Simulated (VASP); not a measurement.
Input of a VASP 6.6.1 run:

Contents of INCAR:

```
SYSTEM = Be3S2
ALGO = Normal
EDIFF = 1E-6
EDIFFG = -0.04
ENCUT = 600
GGA = PE
IBRION = 2
ISIF = 3
ISMEAR = 0
LASPH = .True.
LCHARG = .False.
LREAL = .False.
LWAVE = .False.
NELM = 60
NSW = 90
PREC = Accurate
SIGMA = 0.1
```

Contents of KPOINTS:

```
k-points
0
Gamma
  8 8 4
  0 0 0
```

The input POSCAR:

```
Be3S2
1.0
    2.3001181000      0.0000000000      0.0000000000
    0.0000000000      2.3001181000      0.0000000000
    0.0000000000      0.0000000000      6.9003543100
Be S
3 2
Direct
    0.0000000000      0.0000000000      0.6666666700
    0.0000000000      0.0000000000      0.0000000000
    0.0000000000      0.0000000000      0.3333333300
    0.5000000000      0.5000000000      0.8333333300
    0.5000000000      0.5000000000      0.1666666700
```

Potentials or basis: VASP PAW PBE potentials, release 64 (Be, S).

Run with:

```sh
$ cat potpaw_PBE.64/Be/POTCAR potpaw_PBE.64/S/POTCAR > POTCAR
$ mpirun -np 1 vasp_std > vasp.out
```

Task: What does it give for the band gap on the k mesh?

Result: Zero (band 9 reaches 8.31 eV, above the bottom of band 10 at 4.83 eV).

Task: Estimate the space group after relaxing (to 0.05 Å).

Result: P4/mmm (No. 123).

Stress tensor (GPa, compression positive):
```
-0.47  0.00  0.00
 0.00 -0.47  0.00
 0.00  0.00 -0.29
```
